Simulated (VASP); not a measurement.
# Pt (Fm-3m) in VASP: notebook

The runs below take Pt through single point, with LDA.

Everything below comes from runs of VASP 6.6.1. Logs are shortened: lines on timing, memory, paths and dates and some standing lists are left out, and cuts for length are marked.

## Step 1: The cell of the first run

Symmetry: Fm-3m, No. 225, cubic system. The conventional cell has a = 3.896 Å, b = 3.896 Å, c = 3.896 Å, α = 90.00°, β = 90.00°, γ = 90.00°. Pt (site symmetry m-3m) has 12 Pt at 2.75 Å within 3.6 Å.

## Step 2: Single point, LDA, non-collinear spin, zero start, spin-orbit coupling

Input file INCAR:

```
SYSTEM = Pt
PREC     = Accurate       ! precision mode
ENCUT    = 520            ! plane-wave cutoff, eV
EDIFF    = 1E-6           ! SCF threshold, eV
ISMEAR   = -1             ! smearing method
SIGMA    = 0.05           ! smearing width, eV
LREAL    = .False.        ! projectors in reciprocal space
LASPH    = .True.         ! aspherical terms in the spheres
NELM     = 150            ! most SCF steps
ALGO     = Normal         ! electronic algorithm
ISIF     = 2              ! what is computed and relaxed
LWAVE    = .False.        ! write WAVECAR
LCHARG   = .False.        ! write CHGCAR
MAGMOM   = 0 0 0          ! initial moments
LORBIT   = 11             ! projections on sites
LSORBIT  = .True.         ! spin-orbit coupling
GGA_COMPAT= .False.      
LORBMOM  = .True.       
LMAXMIX  = 4              ! l up to which the mixer works
GGA      = CA             ! functional
NBANDS   = 21             ! bands
```

Input file KPOINTS:

```
regular mesh
0
Gamma
  18 18 18
  0 0 0
```

Input file POSCAR:

```
Pt
1.0
    0.0000000000      1.9480601065      1.9480601065
    1.9480601065      0.0000000000      1.9480601065
    1.9480601065      1.9480601065      0.0000000000
Pt
1
Direct
    0.0000000000      0.0000000000      0.0000000000
```

Potentials or basis: VASP PAW LDA potentials, release 64 (Pt).

Run with:

```console
$ cat potpaw_LDA.64/Pt/POTCAR > POTCAR
$ mpirun -np 1 vasp_ncl > vasp.out
```

OUTCAR:

```text
SYSTEM = Pt
   PREC = Accurate
   ENCUT = 520
   EDIFF = 1E-6
   ISMEAR = -1
   LREAL = .False.
   LASPH = .True.
   NELM = 150
   ISIF = 2
   LORBIT = 11
   LSORBIT = .True.
   GGA = CA

 ion  position               nearest neighbor table
   1  0.000  0.000  0.000-

  LATTYP: Found a face centered cubic cell.
 ALAT       =     3.8961202130

  Lattice vectors:

 A1 = (   0.0000000000,   1.9480601065,   1.9480601065)
 A2 = (   1.9480601065,   0.0000000000,   1.9480601065)
 A3 = (   1.9480601065,   1.9480601065,   0.0000000000)

Analysis of symmetry for initial positions (statically):
=====================================================================
 Subroutine PRICEL returns:
 Original cell was already a primitive cell.

 Routine SETGRP: Setting up the symmetry group for a
 face centered cubic supercell.

 Subroutine GETGRP returns: Found 48 space group operations
 (whereof 48 operations were pure point group operations)
 out of a pool of 48 trial point group operations.

The static configuration has the point symmetry O_h .

Analysis of symmetry for dynamics (positions and initial velocities):
=====================================================================
 Subroutine PRICEL returns:
 Original cell was already a primitive cell.

 Routine SETGRP: Setting up the symmetry group for a
 face centered cubic supercell.

 Subroutine GETGRP returns: Found 48 space group operations
 (whereof 48 operations were pure point group operations)
 out of a pool of 48 trial point group operations.

The dynamic configuration has the point symmetry O_h .

Analysis of structural, dynamic, and magnetic symmetry:
=====================================================================
 Subroutine PRICEL returns:
 Original cell was already a primitive cell.

 Routine SETGRP: Setting up the symmetry group for a
 face centered cubic supercell.

 Subroutine GETGRP returns: Found 48 space group operations
 (whereof 48 operations were pure point group operations)
 out of a pool of 48 trial point group operations.

The overall configuration has the point symmetry O_h .

 Subroutine INISYM returns: Found 48 space group operations
 (whereof 48 operations are pure point group operations),
 and found     1 'primitive' translations

----------------------------------------------------------------------------------------

                                     Primitive cell

  volume of cell :      14.7855

  direct lattice vectors                    reciprocal lattice vectors
     0.000000000  1.948060107  1.948060107    -0.256665592  0.256665592  0.256665592
     1.948060107  0.000000000  1.948060107     0.256665592 -0.256665592  0.256665592
     1.948060107  1.948060107  0.000000000     0.256665592  0.256665592 -0.256665592

  length of vectors
     2.754973023  2.754973023  2.754973023     0.444557845  0.444557845  0.444557845

  position of ions in fractional coordinates (direct lattice)
     0.000000000  0.000000000  0.000000000

  ion indices of the primitive-cell ions
   primitive index   ion index
                 1           1

----------------------------------------------------------------------------------------

 KPOINTS: regular mesh

Automatic generation of k-mesh.
 Grid dimensions read from file:
 generate k-points for:   18   18   18

 Generating k-lattice:

  Cartesian coordinates                     Fractional coordinates (reciprocal lattice)
    -0.014259200  0.014259200  0.014259200     0.055555556  0.000000000  0.000000000
     0.014259200 -0.014259200  0.014259200     0.000000000  0.055555556  0.000000000
     0.014259200  0.014259200 -0.014259200     0.000000000  0.000000000  0.055555556

  Length of vectors
     0.024697658  0.024697658  0.024697658

  Shift w.r.t. Gamma in fractional coordinates (k-lattice)
     0.000000000  0.000000000  0.000000000

 Subroutine IBZKPT returns following result:
[... 41 lines left out ...]
   ISTART =      0    job   : 0-new  1-cont  2-samecut
   ICHARG =      2    charge: 1-file 2-atom 10-const
   ISPIN  =      1    spin polarized calculation?
   LNONCOLLINEAR =      T non collinear calculations
   LSORBIT =      T    spin-orbit coupling
   LASPH  =      T    aspherical Exc in radial PAW
   ENCUT  =  520.0 eV  38.22 Ry    6.18 a.u.   5.12  5.12  5.12*2*pi/ulx,y,z
   NELM   =    150;   NELMIN=  2; NELMDL= -5     # of ELM steps
   EDIFF  = 0.1E-05   stopping-criterion for ELM
   LREAL  =      F    real-space projection
   EDIFFG = 0.1E-04   stopping-criterion for IOM
   NSW    =      0    number of steps for IOM
   IBRION =     -1    ionic relax: 0-MD 1-quasi-New 2-CG
   NFREE  =      0    steps in history (QN), initial steepest desc. (CG)
   ISIF   =      2    stress and relaxation
   ISYM   =      2    0-nonsym 1-usesym 2-fastsym
   POTIM  = 0.5000    time-step for ionic-motion
   TEBEG  =    0.0;   TEEND  =   0.0 temperature during run
   PSTRESS=    0.0 pullay stress
   NELECT =      10.0000    total number of electrons
   NUPDOWN=      -1.0000    fix difference up-down
   EMIN   =  10.00;   EMAX   =-10.00  energy-range for DOS
   EFERMI =   0.00;   METHOD = LEGACY
   ISMEAR =    -1;   SIGMA  =   0.05  broadening in eV -4-tet -1-fermi 0-gaus
   EFERMI_NEDOS =   21; number of points for ismear=-14 and -15
   IALGO  =     38    algorithm
   IMIX   =      4    mixing-type and parameters
     AMIX     =   0.40;   BMIX     =  1.00
     AMIX_MAG =   1.60;   BMIX_MAG =  1.00
  volume/ion in A,a.u.               =      14.79        99.78
  Fermi-wavevector in a.u.,A,eV,Ry     =   1.437019  2.715572 28.096348  2.065023
  Thomas-Fermi vector in A             =   2.556143
   LORBIT       =     11    0 simple, 1 ext, 2 COOP (PROOUT), +10 PAW based schemes
   GGA     = CA    functional components
   LHFCALC =     F    Hartree Fock is set to
   AEXX    =    0.0000 exact exchange contribution
   IVDW    =     0    specifies the selected vdW correction
   LEPSILON=     F    determine dielectric tensor
   LRPA    =     F    only Hartree local field effects (RPA)
  energy-cutoff  :      520.00
  volume of cell :       14.79
 maximum number of plane-waves:       822
   NGX = 11   NGY = 11   NGZ = 11

 number of electron      10.0000000 magnetization       0.0000000      0.0000000      0.0000000

 number of electron      10.0000000 magnetization      -0.0000000      0.0000000      0.0000000

 number of electron      10.0000000 magnetization       0.0000000     -0.0000000     -0.0000000

 Free energy of the ion-electron system (eV)
  ---------------------------------------------------
  ext. energy  EPLUGINS =         0.00000000
  ---------------------------------------------------
  free energy    TOTEN  =        -7.90947673 eV

  energy without entropy =       -7.89691697  energy(sigma->0) =       -7.90319685

 E-fermi :  11.6001     XC(G=0): -13.8046

 val. band max:       11.5899373924   @ k =  -0.4444   0.2778   0.0556
 cond. band min:      11.6113588112   @ k =   0.5000   0.1111   0.0000
 fundamental gap:      0.0214214189
 Fermi energy:        11.6001341091

 k-point     1 :       0.0000    0.0000    0.0000
  band No.  band energies     occupation
      1       1.0625      1.00000
      2       1.0625      1.00000
      3       7.1356      1.00000
      4       7.1356      1.00000
      5       7.1356      1.00000
      6       7.1356      1.00000
[... 565 lines left out ...]
     20      34.1617      0.00000
     21      35.3958      0.00000

 [... further k-points ...]
[... 5 lines left out ...]
  --------------------------------------------------------------------------------------
  -------------------------------------------------------------------------------------
  Total        0.0953788      0.0953788      0.0953788     -0.0000000      0.0000000      0.0000000
  in kB       10.3353570     10.3353570     10.3353570     -0.0000000      0.0000000      0.0000000
  external PRESSURE =      10.3353570 kB  Pullay stress =       0.0000000 kB

 VOLUME and BASIS-vectors are now :
 -----------------------------------------------------------------------------
  energy-cutoff  :      520.00
  volume of cell :       14.79
      direct lattice vectors                 reciprocal lattice vectors
     0.000000000  1.948060107  1.948060107    -0.256665592  0.256665592  0.256665592
     1.948060107  0.000000000  1.948060107     0.256665592 -0.256665592  0.256665592
     1.948060107  1.948060107  0.000000000     0.256665592  0.256665592 -0.256665592

 POSITION                                       TOTAL-FORCE (eV/Angst)
 -----------------------------------------------------------------------------------
      0.00000      0.00000      0.00000         0.000000      0.000000      0.000000
 -----------------------------------------------------------------------------------
    total drift:                                0.000000      0.000000      0.000000

  FREE ENERGIE OF THE ION-ELECTRON SYSTEM (eV)
  ---------------------------------------------------
  free  energy   TOTEN  =        -7.9094767314 eV

  energy  without entropy=       -7.8969169665  energy(sigma->0) =       -7.90319685

 orbital moment (x)

 # of ion     p       d       tot
 ----------------------------------------
  1        -0.000  -0.000  -0.000
 ----------------------------------------
           -0.000  -0.000  -0.000

 orbital moment (y)

 # of ion     p       d       tot
 ----------------------------------------
  1         0.000   0.000   0.000
 ----------------------------------------
            0.000   0.000   0.000

 orbital moment (z)

 # of ion     p       d       tot
 ----------------------------------------
  1         0.000   0.000   0.000
 ----------------------------------------
            0.000   0.000   0.000

 Spin-Orbit-Coupling matrix elements

 Ion:    1  E_soc:     -0.7939984
 l=   1
     0.0000000    -0.0351616    -0.0351616
    -0.0351616     0.0000000    -0.0351616
    -0.0351616    -0.0351616     0.0000000
 l=   2
     0.0000000    -0.0169255     0.0000000    -0.0169255    -0.0802460
    -0.0169255     0.0000000    -0.0601845    -0.0169255    -0.0200615
     0.0000000    -0.0601845     0.0000000    -0.0601845     0.0000000
    -0.0169255    -0.0169255    -0.0601845     0.0000000    -0.0200615
    -0.0802460    -0.0200615     0.0000000    -0.0200615     0.0000000
 l=   3
     0.0000000     0.0000000     0.0000000     0.0000000     0.0000000     0.0000000     0.0000000
     0.0000000     0.0000000     0.0000000     0.0000000     0.0000000     0.0000000     0.0000000
     0.0000000     0.0000000     0.0000000     0.0000000     0.0000000     0.0000000     0.0000000
     0.0000000     0.0000000     0.0000000     0.0000000     0.0000000     0.0000000     0.0000000
     0.0000000     0.0000000     0.0000000     0.0000000     0.0000000     0.0000000     0.0000000
     0.0000000     0.0000000     0.0000000     0.0000000     0.0000000     0.0000000     0.0000000
     0.0000000     0.0000000     0.0000000     0.0000000     0.0000000     0.0000000     0.0000000

 total charge

# of ion       s       p       d       tot
------------------------------------------
    1        0.653   0.655   8.051   9.360

 magnetization (x)

# of ion       s       p       d       tot
------------------------------------------
    1        0.000  -0.000   0.000   0.000

 magnetization (y)

# of ion       s       p       d       tot
------------------------------------------
    1       -0.000   0.000   0.000  -0.000

 magnetization (z)

# of ion       s       p       d       tot
------------------------------------------
    1        0.000   0.000   0.000   0.000
```

Wall time 2.6 min (1 thread of Intel Xeon 8259CL, shared host); peak memory 0.21 GiB.

What came out:

* Free energy: -7.9095 eV
* Pressure: 1.0 GPa
* Net moment: 0.00 μB per cell
* Valence electrons inside the program's atomic spheres: Pt 9.36

Moments on the atoms (μB; x, y, z):
```
Pt  0.00 0.00 0.00
```

## Step 3: Single point, LDA, non-collinear spin, zero start, spin-orbit coupling

Input file INCAR:

```
SYSTEM = Pt
ALGO = Normal ; EDIFF = 1E-6
ENCUT = 520 ; GGA_COMPAT = .False.
ISIF = 2 ; ISMEAR = -1
LASPH = .True. ; LCHARG = .True.
LMAXMIX = 4 ; LORBIT = 11
LORBMOM = .True. ; LREAL = .False.
LSORBIT = .True. ; LVHAR = .True.
LWAVE = .False. ; MAGMOM = 0 0 0
NBANDS = 21 ; NELM = 150
PREC = Accurate ; SIGMA = 0.05
```

Input file KPOINTS:

```
k-points
0
Gamma
  18 18 18
  0 0 0
```

POSCAR is that of step 2.

Potentials or basis: VASP PAW LDA potentials, release 64 (Pt).

Run with:

```console
$ cat potpaw_LDA.64/Pt/POTCAR > POTCAR
$ mpirun -np 1 vasp_ncl > vasp.out
```

OUTCAR:

```text
SYSTEM = Pt
   EDIFF = 1E-6
   ENCUT = 520
   ISIF = 2
   ISMEAR = -1
   LASPH = .True.
   LORBIT = 11
   LREAL = .False.
   LSORBIT = .True.
   NELM = 150
   PREC = Accurate

 ion  position               nearest neighbor table
   1  0.000  0.000  0.000-

  LATTYP: Found a face centered cubic cell.
 ALAT       =     3.8961202130

  Lattice vectors:

 A1 = (   0.0000000000,   1.9480601065,   1.9480601065)
 A2 = (   1.9480601065,   0.0000000000,   1.9480601065)
 A3 = (   1.9480601065,   1.9480601065,   0.0000000000)

Analysis of symmetry for initial positions (statically):
=====================================================================
 Subroutine PRICEL returns:
 Original cell was already a primitive cell.

 Routine SETGRP: Setting up the symmetry group for a
 face centered cubic supercell.

 Subroutine GETGRP returns: Found 48 space group operations
 (whereof 48 operations were pure point group operations)
 out of a pool of 48 trial point group operations.

The static configuration has the point symmetry O_h .

Analysis of symmetry for dynamics (positions and initial velocities):
=====================================================================
 Subroutine PRICEL returns:
 Original cell was already a primitive cell.

 Routine SETGRP: Setting up the symmetry group for a
 face centered cubic supercell.

 Subroutine GETGRP returns: Found 48 space group operations
 (whereof 48 operations were pure point group operations)
 out of a pool of 48 trial point group operations.

The dynamic configuration has the point symmetry O_h .

Analysis of structural, dynamic, and magnetic symmetry:
=====================================================================
 Subroutine PRICEL returns:
 Original cell was already a primitive cell.

 Routine SETGRP: Setting up the symmetry group for a
 face centered cubic supercell.
[... 744 lines left out ...]
  Total        0.0953788      0.0953788      0.0953788     -0.0000000      0.0000000      0.0000000
  in kB       10.3353570     10.3353570     10.3353570     -0.0000000      0.0000000      0.0000000
  external PRESSURE =      10.3353570 kB  Pullay stress =       0.0000000 kB

 VOLUME and BASIS-vectors are now :
 -----------------------------------------------------------------------------
  energy-cutoff  :      520.00
  volume of cell :       14.79
      direct lattice vectors                 reciprocal lattice vectors
     0.000000000  1.948060107  1.948060107    -0.256665592  0.256665592  0.256665592
     1.948060107  0.000000000  1.948060107     0.256665592 -0.256665592  0.256665592
     1.948060107  1.948060107  0.000000000     0.256665592  0.256665592 -0.256665592

 POSITION                                       TOTAL-FORCE (eV/Angst)
 -----------------------------------------------------------------------------------
      0.00000      0.00000      0.00000         0.000000      0.000000      0.000000
 -----------------------------------------------------------------------------------
    total drift:                                0.000000      0.000000      0.000000

  FREE ENERGIE OF THE ION-ELECTRON SYSTEM (eV)
  ---------------------------------------------------
  free  energy   TOTEN  =        -7.9094767314 eV

  energy  without entropy=       -7.8969169665  energy(sigma->0) =       -7.90319685

 orbital moment (x)

 # of ion     p       d       tot
 ----------------------------------------
  1        -0.000  -0.000  -0.000
 ----------------------------------------
           -0.000  -0.000  -0.000

 orbital moment (y)

 # of ion     p       d       tot
 ----------------------------------------
  1         0.000   0.000   0.000
 ----------------------------------------
            0.000   0.000   0.000

 orbital moment (z)

 # of ion     p       d       tot
 ----------------------------------------
  1         0.000   0.000   0.000
 ----------------------------------------
            0.000   0.000   0.000

 Spin-Orbit-Coupling matrix elements

 Ion:    1  E_soc:     -0.7939984
 l=   1
     0.0000000    -0.0351616    -0.0351616
    -0.0351616     0.0000000    -0.0351616
    -0.0351616    -0.0351616     0.0000000
 l=   2
     0.0000000    -0.0169255     0.0000000    -0.0169255    -0.0802460
    -0.0169255     0.0000000    -0.0601845    -0.0169255    -0.0200615
     0.0000000    -0.0601845     0.0000000    -0.0601845     0.0000000
    -0.0169255    -0.0169255    -0.0601845     0.0000000    -0.0200615
    -0.0802460    -0.0200615     0.0000000    -0.0200615     0.0000000
 l=   3
     0.0000000     0.0000000     0.0000000     0.0000000     0.0000000     0.0000000     0.0000000
     0.0000000     0.0000000     0.0000000     0.0000000     0.0000000     0.0000000     0.0000000
     0.0000000     0.0000000     0.0000000     0.0000000     0.0000000     0.0000000     0.0000000
     0.0000000     0.0000000     0.0000000     0.0000000     0.0000000     0.0000000     0.0000000
     0.0000000     0.0000000     0.0000000     0.0000000     0.0000000     0.0000000     0.0000000
     0.0000000     0.0000000     0.0000000     0.0000000     0.0000000     0.0000000     0.0000000
     0.0000000     0.0000000     0.0000000     0.0000000     0.0000000     0.0000000     0.0000000

 total charge

# of ion       s       p       d       tot
------------------------------------------
    1        0.653   0.655   8.051   9.360

 magnetization (x)

# of ion       s       p       d       tot
------------------------------------------
    1        0.000  -0.000   0.000   0.000

 magnetization (y)

# of ion       s       p       d       tot
------------------------------------------
    1       -0.000   0.000   0.000  -0.000

 magnetization (z)

# of ion       s       p       d       tot
------------------------------------------
    1        0.000   0.000   0.000   0.000
```

Run time: 2.5 min. Hardware: 1 thread of Intel Xeon 8259CL, shared host; peak memory 0.21 GiB.

What came out:

```yaml
Free_energy: -7.9095 eV
Pressure: 1.0 GPa
Net_moment: 0.00 μB per cell
Valence_electrons_inside_the_program's_atomic_spheres: Pt 9.36
```

Moments on the atoms (μB; x, y, z):
```
Pt  0.00 0.00 0.00
```
